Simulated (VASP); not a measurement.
# W2AuN3 (P3m1) in VASP: single point with PBE

Aim: the single point of W2AuN3 with PBE.

Program: VASP 6.6.1. These are calculated values, not measurements. Logs are shortened: lines on timing, memory, paths and dates and some standing lists are left out, and cuts for length are marked.

### 1 The cell of the first run

The structure is trigonal, space group P3m1 (No. 156). The conventional cell has a = 2.983 Å, b = 2.983 Å, c = 10.177 Å, α = 90.00°, β = 90.00°, γ = 120.00°. W (site symmetry 3m) has 6 N at 2.02 to 2.13 Å within 2.7 Å. W (site symmetry 3m) has 3 N at 1.99 Å within 2.6 Å. Au (site symmetry 3m) has 4 N at 2.67 to 3.18 Å and 4 W at 2.79 to 3.30 Å and 6 Au at 2.98 Å within 3.5 Å. Within 2.8 Å of N (site symmetry 3m) lie 3 W at 2.13 Å and 1 N at 2.32 Å and 3 Au at 2.67 Å. Within 2.7 Å of N (site symmetry 3m) lie 3 W at 2.02 Å and 1 N at 2.32 Å. N (site symmetry 3m) has 3 W at 1.99 Å within 2.6 Å.

### 2 Single point, PBE

INCAR reads:

```
SYSTEM = W2AuN3
PREC = Accurate ; ENCUT = 600
EDIFF = 1E-6 ; ISMEAR = 0
SIGMA = 0.15 ; LREAL = .FALSE.
LASPH = .TRUE. ; NELM = 120
ALGO = Normal ; ISIF = 2
LWAVE = .FALSE. ; LCHARG = .TRUE.
GGA = PE ; LELF = .TRUE.
LVHAR = .TRUE. ; NBANDS = 36
GGA_COMPAT = .FALSE.
```

KPOINTS reads:

```
regular mesh
0
G
  5 5 1
  0 0 0
```

POSCAR reads:

```
W2AuN3
1.0
    2.9825218680      0.0000000000      0.0000000000
   -1.4912609340      2.5829397051      0.0000000000
    0.0000000000      0.0000000000     10.1767631744
W Au N
2 1 3
Direct
    0.3333333333      0.6666666667      0.7465265790
    0.6666666667      0.3333333333      0.2861785316
    0.3333333333      0.6666666667      0.0706403075
    0.6666666667      0.3333333333      0.8704127603
    0.6666666667      0.3333333333      0.6428789164
    0.3333333333      0.6666666667      0.3833619251
```

Potentials or basis: VASP PAW PBE potentials, release 64 (W_sv, Au, N).

Launch:

```bash
$ cat potpaw_PBE.64/W_sv/POTCAR potpaw_PBE.64/Au/POTCAR potpaw_PBE.64/N/POTCAR > POTCAR
$ mpirun -np 1 vasp_std > vasp.out
```

OUTCAR:

```text
SYSTEM = W2AuN3
   PREC = Accurate
   ENCUT = 600
   EDIFF = 1E-6
   ISMEAR = 0
   LREAL = .FALSE.
   LASPH = .TRUE.
   NELM = 120
   ISIF = 2
   GGA = PE

 ion  position               nearest neighbor table
   1  0.333  0.667  0.747-   5 2.02   5 2.02   5 2.02   4 2.13   4 2.13   4 2.13   3 3.30
   2  0.667  0.333  0.286-   6 1.99   6 1.99   6 1.99   3 2.79   3 2.79   3 2.79
   3  0.333  0.667  0.071-   4 2.67   4 2.67   4 2.67   2 2.79   2 2.79   2 2.79   1 3.30
   4  0.667  0.333  0.870-   1 2.13   1 2.13   1 2.13   3 2.67   3 2.67   3 2.67
   5  0.667  0.333  0.643-   1 2.02   1 2.02   1 2.02
   6  0.333  0.667  0.383-   2 1.99   2 1.99   2 1.99

  LATTYP: Found a hexagonal cell.
 ALAT       =     2.9825218680
 C/A-ratio  =     3.4121336321

  Lattice vectors:

 A1 = (   2.9825218680,   0.0000000000,   0.0000000000)
 A2 = (  -1.4912609340,   2.5829397051,   0.0000000000)
 A3 = (   0.0000000000,   0.0000000000,  10.1767631744)

Analysis of symmetry for initial positions (statically):
=====================================================================
 Subroutine PRICEL returns:
 Original cell was already a primitive cell.

 Routine SETGRP: Setting up the symmetry group for a
 hexagonal supercell.

 Subroutine GETGRP returns: Found  6 space group operations
 (whereof  6 operations were pure point group operations)
 out of a pool of 24 trial point group operations.

The static configuration has the point symmetry C_3v.

Analysis of symmetry for dynamics (positions and initial velocities):
=====================================================================
 Subroutine PRICEL returns:
 Original cell was already a primitive cell.

 Routine SETGRP: Setting up the symmetry group for a
 hexagonal supercell.

 Subroutine GETGRP returns: Found  6 space group operations
 (whereof  6 operations were pure point group operations)
 out of a pool of 24 trial point group operations.

The dynamic configuration has the point symmetry C_3v.

 Subroutine INISYM returns: Found  6 space group operations
 (whereof  6 operations are pure point group operations),
 and found     1 'primitive' translations

----------------------------------------------------------------------------------------

                                     Primitive cell

  volume of cell :      78.3985

  direct lattice vectors                    reciprocal lattice vectors
     2.982521868  0.000000000  0.000000000     0.335286729  0.193577883  0.000000000
    -1.491260934  2.582939705  0.000000000     0.000000000  0.387155766  0.000000000
     0.000000000  0.000000000 10.176763174     0.000000000  0.000000000  0.098263071

  length of vectors
     2.982521868  2.982521868 10.176763174     0.387155766  0.387155766  0.098263071

  position of ions in fractional coordinates (direct lattice)
     0.333333333  0.666666667  0.746526579
     0.666666667  0.333333333  0.286178532
     0.333333333  0.666666667  0.070640307
     0.666666667  0.333333333  0.870412760
     0.666666667  0.333333333  0.642878916
     0.333333333  0.666666667  0.383361925

  ion indices of the primitive-cell ions
   primitive index   ion index
                 1           1
                 2           2
                 3           3
                 4           4
                 5           5
                 6           6

----------------------------------------------------------------------------------------

 KPOINTS: regular mesh

Automatic generation of k-mesh.
 Grid dimensions read from file:
 generate k-points for:    5    5    1

 Generating k-lattice:

  Cartesian coordinates                     Fractional coordinates (reciprocal lattice)
     0.067057346  0.038715577  0.000000000     0.200000000  0.000000000  0.000000000
     0.000000000  0.077431153  0.000000000     0.000000000  0.200000000  0.000000000
     0.000000000  0.000000000  0.098263071     0.000000000  0.000000000  1.000000000

  Length of vectors
     0.077431153  0.077431153  0.098263071

  Shift w.r.t. Gamma in fractional coordinates (k-lattice)
     0.000000000  0.000000000  0.000000000

 Subroutine IBZKPT returns following result:
 ===========================================

 Found      5 irreducible k-points:

 Following reciprocal coordinates:
            Coordinates               Weight
  0.000000  0.000000  0.000000      1.000000
  0.200000  0.000000  0.000000      6.000000
  0.400000  0.000000  0.000000      6.000000
  0.200000  0.200000  0.000000      6.000000
  0.400000  0.200000  0.000000      6.000000
   k-points           NKPTS =      5   k-points in BZ     NKDIM =      5   number of bands    NBANDS=     36
   number of dos      NEDOS =    301   number of ions     NIONS =      6
   total plane-waves  NPLWV =  48384
   dimension x,y,z NGX =    24 NGY =   24 NGZ =   84
   dimension x,y,z NGXF=    48 NGYF=   48 NGZF=  168
   ions per type =               2   1   3
   NGX,Y,Z   is equivalent  to a cutoff of  13.38, 13.38, 13.72 a.u.
   NGXF,Y,Z  is equivalent  to a cutoff of  26.76, 26.76, 27.44 a.u.
 SYSTEM =  W2AuN3
   PREC   = accura    normal or accurate (medium, high low for compatibility)
   ISTART =      0    job   : 0-new  1-cont  2-samecut
   ICHARG =      2    charge: 1-file 2-atom 10-const
   ISPIN  =      1    spin polarized calculation?
   LNONCOLLINEAR =      F non collinear calculations
   LSORBIT =      F    spin-orbit coupling
   LASPH  =      T    aspherical Exc in radial PAW
   ENCUT  =  600.0 eV  44.10 Ry    6.64 a.u.   5.96  5.96 20.33*2*pi/ulx,y,z
   NELM   =    120;   NELMIN=  2; NELMDL= -5     # of ELM steps
   EDIFF  = 0.1E-05   stopping-criterion for ELM
   LREAL  =      F    real-space projection
   EDIFFG = 0.1E-04   stopping-criterion for IOM
   NSW    =      0    number of steps for IOM
   IBRION =     -1    ionic relax: 0-MD 1-quasi-New 2-CG
   NFREE  =      0    steps in history (QN), initial steepest desc. (CG)
   ISIF   =      2    stress and relaxation
   ISYM   =      2    0-nonsym 1-usesym 2-fastsym
   POTIM  = 0.5000    time-step for ionic-motion
   TEBEG  =    0.0;   TEEND  =   0.0 temperature during run
   PSTRESS=    0.0 pullay stress
   NELECT =      54.0000    total number of electrons
   NUPDOWN=      -1.0000    fix difference up-down
   EMIN   =  10.00;   EMAX   =-10.00  energy-range for DOS
   EFERMI =   0.00;   METHOD = LEGACY
   ISMEAR =     0;   SIGMA  =   0.15  broadening in eV -4-tet -1-fermi 0-gaus
   EFERMI_NEDOS =   21; number of points for ismear=-14 and -15
   IALGO  =     38    algorithm
   IMIX   =      4    mixing-type and parameters
     AMIX     =   0.40;   BMIX     =  1.00
     AMIX_MAG =   1.60;   BMIX_MAG =  1.00
  volume/ion in A,a.u.               =      13.07        88.18
  Fermi-wavevector in a.u.,A,eV,Ry     =   1.445784  2.732137 28.440160  2.090293
  Thomas-Fermi vector in A             =   2.563927
   LORBIT       =      0    0 simple, 1 ext, 2 COOP (PROOUT), +10 PAW based schemes
   GGA     = PE    functional components
   LHFCALC =     F    Hartree Fock is set to
   AEXX    =    0.0000 exact exchange contribution
   IVDW    =     0    specifies the selected vdW correction
   LEPSILON=     F    determine dielectric tensor
   LRPA    =     F    only Hartree local field effects (RPA)
 non-spin polarized calculation
 Gauss-broadening in eV      SIGMA  =   0.15
  energy-cutoff  :      600.00
  volume of cell :       78.40
 maximum number of plane-waves:      2648
 NGX is ok and might be reduce to    24
   NGX = 11   NGY = 11   NGZ = 41

 number of electron      54.0000003 magnetization

 Free energy of the ion-electron system (eV)
  ---------------------------------------------------
  ext. energy  EPLUGINS =         0.00000000
  ---------------------------------------------------
  free energy    TOTEN  =       -53.13177307 eV

  energy without entropy =      -53.10952515  energy(sigma->0) =      -53.12064911

 E-fermi :   7.6973     XC(G=0): -12.0659

 val. band max:        7.4624790195   @ k =   0.4000   0.2000   0.0000
 cond. band min:       7.8385218898   @ k =   0.2000   0.0000   0.0000
 fundamental gap:      0.3760428703
 Fermi energy:         7.6972883798

 k-point     1 :       0.0000    0.0000    0.0000
  band No.  band energies     occupation
      1     -67.5169      2.00000
      2     -66.8293      2.00000
      3     -31.7841      2.00000
      4     -31.4548      2.00000
      5     -31.4548      2.00000
      6     -31.1181      2.00000
[... 28 lines left out ...]
     35      12.4651      0.00000
     36      12.6510      0.00000

 k-point     2 :       0.2000    0.0000    0.0000
  band No.  band energies     occupation
      1     -67.5024      2.00000
      2     -66.8144      2.00000
      3     -31.7590      2.00000
      4     -31.6797      2.00000
      5     -31.5081      2.00000
      6     -31.0765      2.00000
[... 28 lines left out ...]
     35      12.9241      0.00000
     36      13.2086      0.00000

 k-point     3 :       0.4000    0.0000    0.0000
  band No.  band energies     occupation
      1     -67.4787      2.00000
      2     -66.7902      2.00000
      3     -32.0593      2.00000
      4     -31.6848      2.00000
      5     -31.5930      2.00000
      6     -31.4093      2.00000
[... 28 lines left out ...]
     35      12.7375      0.00000
     36      13.5113      0.00000

 k-point     4 :       0.2000    0.2000    0.0000
  band No.  band energies     occupation
      1     -67.4832      2.00000
      2     -66.7948      2.00000
      3     -31.9342      2.00000
      4     -31.6950      2.00000
      5     -31.6386      2.00000
      6     -31.2779      2.00000
[... 28 lines left out ...]
     35      13.1465      0.00000
     36      14.3605      0.00000

 k-point     5 :       0.4000    0.2000    0.0000
  band No.  band energies     occupation
      1     -67.4714      2.00000
      2     -66.7827      2.00000
      3     -32.0445      2.00000
      4     -31.7514      2.00000
      5     -31.6665      2.00000
      6     -31.3957      2.00000
[... 28 lines left out ...]
     35      13.0753      0.00000
     36      13.6569      0.00000

------------------------ aborting loop because EDIFF is reached ----------------------------------------

  FORCE on cell =-STRESS in cart. coord.  units (eV):
  Direction    XX          YY          ZZ          XY          YZ          ZX
  --------------------------------------------------------------------------------------
  -------------------------------------------------------------------------------------
  Total        0.8311611      0.8311611     -0.0325956     -0.0000000     -0.0000000      0.0000000
  in kB       16.9858864     16.9858864     -0.6661351     -0.0000000     -0.0000000      0.0000000
  external PRESSURE =      11.1018793 kB  Pullay stress =       0.0000000 kB

 VOLUME and BASIS-vectors are now :
 -----------------------------------------------------------------------------
  energy-cutoff  :      600.00
  volume of cell :       78.40
      direct lattice vectors                 reciprocal lattice vectors
     2.982521868  0.000000000  0.000000000     0.335286729  0.193577883  0.000000000
    -1.491260934  2.582939705  0.000000000     0.000000000  0.387155766  0.000000000
     0.000000000  0.000000000 10.176763174     0.000000000  0.000000000  0.098263071

 POSITION                                       TOTAL-FORCE (eV/Angst)
 -----------------------------------------------------------------------------------
     -0.00000      1.72196      7.59722         0.000000      0.000000      0.102777
      1.49126      0.86098      2.91237        -0.000000      0.000000     -0.148688
     -0.00000      1.72196      0.71889         0.000000     -0.000000      0.023986
      1.49126      0.86098      8.85798        -0.000000     -0.000000      0.035765
      1.49126      0.86098      6.54243         0.000000      0.000000     -0.143173
     -0.00000      1.72196      3.90138        -0.000000      0.000000      0.129333
 -----------------------------------------------------------------------------------
    total drift:                               -0.000000      0.000000     -0.000029

  FREE ENERGIE OF THE ION-ELECTRON SYSTEM (eV)
  ---------------------------------------------------
  free  energy   TOTEN  =       -53.1317730735 eV

  energy  without entropy=      -53.1095251497  energy(sigma->0) =      -53.12064911
```

It took 58 s on 1 thread of Intel Xeon 8259CL, shared host; peak memory 0.21 GiB.

Results:

```
Free energy            : -53.1318 eV
Pressure               : 1.1 GPa
Largest force          : 0.149 eV/Å
Band gap on the k mesh : zero (band 27 reaches 8.05 eV, above the bottom of band 28 at 7.46 eV)
```

Forces on the atoms (eV/Å):
```
W    0.000  0.000  0.103
W    0.000  0.000 -0.149
Au   0.000  0.000  0.024
N    0.000  0.000  0.036
N    0.000  0.000 -0.143
N    0.000  0.000  0.129
```

Stress tensor (GPa, compression positive):
```
 1.70  0.00  0.00
 0.00  1.70  0.00
 0.00  0.00 -0.07
```

Levels at points of the mesh, in eV from the Fermi level:
```
           k point  band 23  band 24  band 25  band 26  band 27  band 28  band 29  band 30  band 31  band 32
(0.00, 0.00, 0.00)    -3.80    -2.37    -2.37    -1.69     0.35     0.35     1.76     2.60     3.22     3.64
```

Caveat: the k points lie up to 0.62 Å⁻¹ apart; spin-orbit coupling is left out, which moves the levels of the heavy elements.
